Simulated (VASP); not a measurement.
# Se (P6_3mc) in VASP: a series of runs, part 2 of 2

VASP 6.6.1.

## Step 3: Single point, PBE

This run uses another cell than the first one, of 35.70 Å³/atom.

File INCAR:

```
ALGO = Normal
EDIFF = 1E-6
ENCUT = 520
GGA = PE
ISIF = 2
ISMEAR = 0
LASPH = True
LCHARG = True
LELF = True
LREAL = False
LVHAR = True
LWAVE = False
NBANDS = 20
NELM = 100
PREC = Accurate
SIGMA = 0.1
```

File KPOINTS:

```
k-points
0
Gamma
  12 12 6
```

File POSCAR:

```
Se
1.0
    4.3358779344      0.0000000000      0.0000000000
   -2.1679389672      3.7549804389      0.0000000000
    0.0000000000      0.0000000000      8.7719038553
Se
4
Direct
    0.0000000000      0.0000000000      0.9653659325
    0.0000000000      0.0000000000      0.4653659325
    0.3333333333      0.6666666667      0.0396340675
    0.6666666667      0.3333333333      0.5396340675
```

Potentials or basis: VASP PAW PBE potentials, release 64 (Se).

On the command line:

```console
$ cat potpaw_PBE.64/Se/POTCAR > POTCAR
$ mpirun -np 1 vasp_std > vasp.out
```

OUTCAR:

```text
EDIFF = 1E-6
   ENCUT = 520
   GGA = PE
   ISIF = 2
   ISMEAR = 0
   LASPH = True
   LREAL = False
   NELM = 100
   PREC = Accurate

 ion  position               nearest neighbor table
   1  0.000  0.000  0.965-   3 2.59   3 2.59   3 2.59
   2  0.000  0.000  0.465-   4 2.59   4 2.59   4 2.59
   3  0.333  0.667  0.040-   1 2.59   1 2.59   1 2.59
   4  0.667  0.333  0.540-   2 2.59   2 2.59   2 2.59

  LATTYP: Found a hexagonal cell.
 ALAT       =     4.3358779344
 C/A-ratio  =     2.0230975106

  Lattice vectors:

 A1 = (   4.3358779344,   0.0000000000,   0.0000000000)
 A2 = (  -2.1679389672,   3.7549804389,   0.0000000000)
 A3 = (   0.0000000000,   0.0000000000,   8.7719038553)

Analysis of symmetry for initial positions (statically):
=====================================================================
 Subroutine PRICEL returns:
 Original cell was already a primitive cell.

 Routine SETGRP: Setting up the symmetry group for a
 hexagonal supercell.

 Subroutine GETGRP returns: Found 12 space group operations
 (whereof  6 operations were pure point group operations)
 out of a pool of 24 trial point group operations.

The static configuration has the point symmetry C_3v.
 The point group associated with its full space group is C_6v.

Analysis of symmetry for dynamics (positions and initial velocities):
=====================================================================
 Subroutine PRICEL returns:
 Original cell was already a primitive cell.

 Routine SETGRP: Setting up the symmetry group for a
 hexagonal supercell.

 Subroutine GETGRP returns: Found 12 space group operations
 (whereof  6 operations were pure point group operations)
 out of a pool of 24 trial point group operations.

The dynamic configuration has the point symmetry C_3v.
 The point group associated with its full space group is C_6v.

 Subroutine INISYM returns: Found 12 space group operations
 (whereof  6 operations are pure point group operations),
 and found     1 'primitive' translations

----------------------------------------------------------------------------------------

                                     Primitive cell

  volume of cell :     142.8166

  direct lattice vectors                    reciprocal lattice vectors
     4.335877934  0.000000000  0.000000000     0.230633799  0.133156486  0.000000000
    -2.167938967  3.754980439  0.000000000     0.000000000  0.266312972  0.000000000
     0.000000000  0.000000000  8.771903855     0.000000000  0.000000000  0.114000337

  length of vectors
     4.335877934  4.335877934  8.771903855     0.266312972  0.266312972  0.114000337

  position of ions in fractional coordinates (direct lattice)
     0.000000000  0.000000000  0.965365932
     0.000000000  0.000000000  0.465365932
     0.333333333  0.666666667  0.039634068
     0.666666667  0.333333333  0.539634068

  ion indices of the primitive-cell ions
   primitive index   ion index
                 1           1
                 2           2
                 3           3
                 4           4

----------------------------------------------------------------------------------------

 KPOINTS: k-points

Automatic generation of k-mesh.
 Grid dimensions read from file:
 generate k-points for:   12   12    6

 Generating k-lattice:

  Cartesian coordinates                     Fractional coordinates (reciprocal lattice)
     0.019219483  0.011096374  0.000000000     0.083333333 -0.000000000  0.000000000
     0.000000000  0.022192748  0.000000000     0.000000000  0.083333333  0.000000000
     0.000000000  0.000000000  0.019000056     0.000000000  0.000000000  0.166666667

  Length of vectors
     0.022192748  0.022192748  0.019000056

  Shift w.r.t. Gamma in fractional coordinates (k-lattice)
     0.000000000  0.000000000  0.000000000

 Subroutine IBZKPT returns following result:
 ===========================================

 Found     76 irreducible k-points:

 Following reciprocal coordinates:
            Coordinates               Weight
  0.000000  0.000000  0.000000      1.000000
  0.083333  0.000000  0.000000      6.000000
  0.166667  0.000000  0.000000      6.000000
  0.250000  0.000000  0.000000      6.000000
  0.333333  0.000000  0.000000      6.000000
  0.416667  0.000000  0.000000      6.000000
[... 16 lines left out ...]
  0.250000  0.000000  0.166667     12.000000
  0.333333  0.000000  0.166667     12.000000
 [... further k-points ...]
   k-points           NKPTS =     76   k-points in BZ     NKDIM =     76   number of bands    NBANDS=     20
   number of dos      NEDOS =    301   number of ions     NIONS =      4
   total plane-waves  NPLWV =  71680
   dimension x,y,z NGX =    32 NGY =   32 NGZ =   70
   dimension x,y,z NGXF=    64 NGYF=   64 NGZF=  140
   ions per type =               4
   NGX,Y,Z   is equivalent  to a cutoff of  12.27, 12.27, 13.27 a.u.
   NGXF,Y,Z  is equivalent  to a cutoff of  24.54, 24.54, 26.53 a.u.
 SYSTEM =  unknown system
   PREC   = accura    normal or accurate (medium, high low for compatibility)
   ISTART =      0    job   : 0-new  1-cont  2-samecut
   ICHARG =      2    charge: 1-file 2-atom 10-const
   ISPIN  =      1    spin polarized calculation?
   LNONCOLLINEAR =      F non collinear calculations
   LSORBIT =      F    spin-orbit coupling
   LASPH  =      T    aspherical Exc in radial PAW
   ENCUT  =  520.0 eV  38.22 Ry    6.18 a.u.   8.06  8.06 16.31*2*pi/ulx,y,z
   NELM   =    100;   NELMIN=  2; NELMDL= -5     # of ELM steps
   EDIFF  = 0.1E-05   stopping-criterion for ELM
   LREAL  =      F    real-space projection
   EDIFFG = 0.1E-04   stopping-criterion for IOM
   NSW    =      0    number of steps for IOM
   IBRION =     -1    ionic relax: 0-MD 1-quasi-New 2-CG
   NFREE  =      0    steps in history (QN), initial steepest desc. (CG)
   ISIF   =      2    stress and relaxation
   ISYM   =      2    0-nonsym 1-usesym 2-fastsym
   POTIM  = 0.5000    time-step for ionic-motion
   TEBEG  =    0.0;   TEEND  =   0.0 temperature during run
   PSTRESS=    0.0 pullay stress
   NELECT =      24.0000    total number of electrons
   NUPDOWN=      -1.0000    fix difference up-down
   EMIN   =  10.00;   EMAX   =-10.00  energy-range for DOS
   EFERMI =   0.00;   METHOD = LEGACY
   ISMEAR =     0;   SIGMA  =   0.10  broadening in eV -4-tet -1-fermi 0-gaus
   EFERMI_NEDOS =   21; number of points for ismear=-14 and -15
   IALGO  =     38    algorithm
   IMIX   =      4    mixing-type and parameters
     AMIX     =   0.40;   BMIX     =  1.00
     AMIX_MAG =   1.60;   BMIX_MAG =  1.00
  volume/ion in A,a.u.               =      35.70       240.94
  Fermi-wavevector in a.u.,A,eV,Ry     =   0.903412  1.707201 11.104432  0.816153
  Thomas-Fermi vector in A             =   2.026734
   LORBIT       =      0    0 simple, 1 ext, 2 COOP (PROOUT), +10 PAW based schemes
   GGA     = PE    functional components
   LHFCALC =     F    Hartree Fock is set to
   AEXX    =    0.0000 exact exchange contribution
   IVDW    =     0    specifies the selected vdW correction
   LEPSILON=     F    determine dielectric tensor
   LRPA    =     F    only Hartree local field effects (RPA)
 non-spin polarized calculation
 Gauss-broadening in eV      SIGMA  =   0.10
  energy-cutoff  :      520.00
  volume of cell :      142.82
 maximum number of plane-waves:      3869
   NGX = 17   NGY = 17   NGZ = 33

 number of electron      23.9999999 magnetization

 Free energy of the ion-electron system (eV)
  ---------------------------------------------------
  ext. energy  EPLUGINS =         0.00000000
  ---------------------------------------------------
  free energy    TOTEN  =       -12.88146160 eV

  energy without entropy =      -12.87710865  energy(sigma->0) =      -12.87928512

 E-fermi :   1.2412     XC(G=0):  -7.5225

 val. band max:        1.2239953241   @ k =   0.0000   0.0000   0.5000
 cond. band min:       1.2467111987   @ k =   0.0000   0.0000   0.3333
 fundamental gap:      0.0227158746
 Fermi energy:         1.2411778602

 k-point     1 :       0.0000    0.0000    0.0000
  band No.  band energies     occupation
      1     -14.2177      2.00000
      2     -14.1351      2.00000
      3      -9.1013      2.00000
      4      -9.0209      2.00000
      5      -3.1993      2.00000
      6      -3.1993      2.00000
[... 541 lines left out ...]
     19       7.9982      0.00000
     20       8.4632      0.00000

 [... further k-points ...]

------------------------ aborting loop because EDIFF is reached ----------------------------------------

  FORCE on cell =-STRESS in cart. coord.  units (eV):
  Direction    XX          YY          ZZ          XY          YZ          ZX
  --------------------------------------------------------------------------------------
  -------------------------------------------------------------------------------------
  Total        0.0369621      0.0369621     -0.0009536      0.0000000      0.0000000      0.0000000
  in kB        0.4146568      0.4146568     -0.0106982      0.0000000      0.0000000      0.0000000
  external PRESSURE =       0.2728718 kB  Pullay stress =       0.0000000 kB

 VOLUME and BASIS-vectors are now :
 -----------------------------------------------------------------------------
  energy-cutoff  :      520.00
  volume of cell :      142.82
      direct lattice vectors                 reciprocal lattice vectors
     4.335877934  0.000000000  0.000000000     0.230633799  0.133156486  0.000000000
    -2.167938967  3.754980439  0.000000000     0.000000000  0.266312972  0.000000000
     0.000000000  0.000000000  8.771903855     0.000000000  0.000000000  0.114000337

 POSITION                                       TOTAL-FORCE (eV/Angst)
 -----------------------------------------------------------------------------------
      0.00000      0.00000      8.46810         0.000000      0.000000     -0.004664
      0.00000      0.00000      4.08215        -0.000000      0.000000     -0.004664
     -0.00000      2.50332      0.34767         0.000000     -0.000000      0.004664
      2.16794      1.25166      4.73362        -0.000000      0.000000      0.004664
 -----------------------------------------------------------------------------------
    total drift:                               -0.000000     -0.000000     -0.000045

  FREE ENERGIE OF THE ION-ELECTRON SYSTEM (eV)
  ---------------------------------------------------
  free  energy   TOTEN  =       -12.8814615977 eV

  energy  without entropy=      -12.8771086495  energy(sigma->0) =      -12.87928512
```

stdout:

```text
POSCAR found type information on POSCAR Se
 POSCAR found :  1 types and       4 ions
 scaLAPACK will be used
 LDA part: xc-table for (Slater+PW92), standard interpolation
 POSCAR, INCAR and KPOINTS ok, starting setup
 FFT: planning ... GRIDC
 FFT: planning ... GRID_SOFT
 FFT: planning ... GRID
 WAVECAR not read
 entering main loop
```

Run time: 5.5 min. Hardware: 1 thread of AMD EPYC 7R13, shared host; peak memory 0.32 GiB.

What came out:

* Free energy: -12.8815 eV
* Pressure: 0.0 GPa
* Largest force: 0.005 eV/Å
* Band gap on the k mesh: zero (bands 12 and 13 overlap by 0.33 eV)

Forces in eV/Å, atoms in the order of the input:
```
Se   0.000  0.000 -0.005
Se   0.000  0.000 -0.005
Se   0.000  0.000  0.005
Se   0.000  0.000  0.005
```

Levels at points of the mesh, in eV from the Fermi level:
```
           k point  band 10  band 11  band 12  band 13  band 14  band 15
(0.00, 0.00, 0.00)    -2.77    -0.53    -0.08    -0.06    -0.06     0.03
(0.50, 0.00, 0.00)    -2.17    -1.79    -1.42     2.08     2.10     2.11
(0.00, 0.00, 0.50)    -3.39    -0.19    -0.19    -0.02    -0.02    -0.02
(0.50, 0.00, 0.50)    -2.21    -1.65    -1.65     2.11     2.11     2.24
```

Caveat: this functional lacks dispersion, which binds layers or chains, so the pressure and a relaxed spacing across them are unreliable.

## Step 4: Relaxation of cell and atoms, PBE

File INCAR:

```
PREC     = Accurate       # precision mode
ENCUT    = 600            # plane-wave cutoff, eV
EDIFF    = 1E-7           # SCF threshold, eV
ISMEAR   = 0              # smearing method
SIGMA    = 0.1            # smearing width, eV
LREAL    = F              # projectors in reciprocal space
LASPH    = T              # aspherical terms in the spheres
NELM     = 80             # most SCF steps
ALGO     = Normal         # electronic algorithm
ISIF     = 3              # what is computed and relaxed
LWAVE    = F              # write WAVECAR
LCHARG   = F              # write CHGCAR
GGA      = PE             # functional
IBRION   = 2              # ionic algorithm
NSW      = 100            # ionic steps
EDIFFG   = -0.01          # ionic threshold
```

File KPOINTS:

```
Automatic mesh
0
Gamma
  12 12 6
```

File POSCAR:

```
Se
1.0
    4.3050349543      0.0000000000      0.0000000000
   -2.1525174772      3.7282696346      0.0000000000
    0.0000000000      0.0000000000      8.7922155424
Se
4
Direct
    0.0000000000      0.0000000000      0.9630494787
    0.0000000000      0.0000000000      0.4630494787
    0.3333333333      0.6666666667      0.0419505213
    0.6666666667      0.3333333333      0.5419505213
```

On the command line:

```console
$ cat potpaw_PBE.64/Se/POTCAR > POTCAR
$ mpirun -np 1 vasp_std > vasp.out
```

It took 12 min on 1 thread of AMD EPYC 7R13, shared host; peak memory 0.38 GiB.

It converged, with:

```
Free energy                           : -12.8815 eV
Relaxed volume                        : 35.56 Å³/atom
Relaxed cell                          : a = 4.337 Å, b = 4.337 Å, c = 8.733 Å, α = 90.00°, β = 90.00°, γ = 120.00°
Space group after relaxing (to 0.1 Å) : P6_3mc (No. 186)
Energy gained by relaxing             : 2.9 meV/atom
Ionic steps                           : 4
Pressure after relaxing               : 0.0 GPa
Largest force after relaxing          : 0.005 eV/Å
```

Forces on the atoms (eV/Å):
```
Se   0.000  0.000  0.005
Se   0.000  0.000  0.005
Se   0.000  0.000 -0.005
Se   0.000  0.000 -0.005
```

The path:
```
step  energy change (eV)  largest force (eV/Å)  pressure (GPa)  volume (Å³)
   1              0.0000                0.1684            0.37       141.12
   2             -0.0086                0.1274           -0.21       142.79
   3             -0.0087                0.1218           -0.29       143.00
   4             -0.0116                0.0047           -0.01       142.24
```

Final structure:
```yaml
crystal:
  lattice:
    - [4.33679, 0.00000, 0.00000]
    - [-2.16839, 3.75577, 0.00000]
    - [0.00000, 0.00000, 8.73296]
  atoms:
    - { symbol: Se, position: [0.00000, 0.00000, 0.96511] }
    - { symbol: Se, position: [0.00000, 0.00000, 0.46511] }
    - { symbol: Se, position: [0.33333, 0.66667, 0.03989] }
    - { symbol: Se, position: [0.66667, 0.33333, 0.53989] }
```

Levels at points of the mesh, in eV from the Fermi level:
```tsv
k point	band 8	band 9	band 10	band 11	band 12	band 13	band 14	band 15	band 16
(0.00, 0.00, 0.00)	-4.39	-3.83	-2.75	-0.53	-0.08	-0.06	-0.06	0.03	0.03
(0.50, 0.00, 0.00)	-4.10	-2.23	-2.17	-1.79	-1.41	2.08	2.09	2.11	2.38
(0.00, 0.00, 0.50)	-4.41	-3.38	-3.38	-0.19	-0.19	-0.02	-0.02	-0.02	-0.02
(0.50, 0.00, 0.50)	-4.17	-2.21	-2.21	-1.64	-1.64	2.11	2.11	2.24	2.24
```

Caveat: the highest band is partly filled, so the run has too few bands; this functional lacks dispersion, which binds layers or chains, so the pressure and a relaxed spacing across them are unreliable.

## Step 5: Overview

```csv
task,cell,k mesh,cutoff (eV),gap on the mesh (eV),pressure (GPa)
single point,"a = 4.305, b = 4.305, c = 8.792 Å, angles 90.0, 90.0, 120.0°, 4 atoms, atomic positions A",6 × 6 × 2,520,none,0.0
single point,"a = 4.336, b = 4.336, c = 8.772 Å, angles 90.0, 90.0, 120.0°, 4 atoms, atomic positions B",12 × 12 × 6,520,none,0.0
relaxation of cell and atoms,"relaxed from a = 4.305, b = 4.305, c = 8.792 Å, angles 90.0, 90.0, 120.0°, 4 atoms, atomic positions A",12 × 12 × 6,600,-,0.0
```

Alike in all rows: level PBE; potentials or basis VASP PAW PBE potentials, release 64 (Se); no spin polarisation; smearing gaussian 0.1 eV.

Caveats: this functional lacks dispersion, which binds layers or chains, so the pressure and a relaxed spacing across them are unreliable; the highest band is partly filled, so the run has too few bands (at least some runs).

Absolute energies hang on the potentials; compare differences alone.

The gap in the log of VASP goes by the Fermi energy; the results here count the filled bands.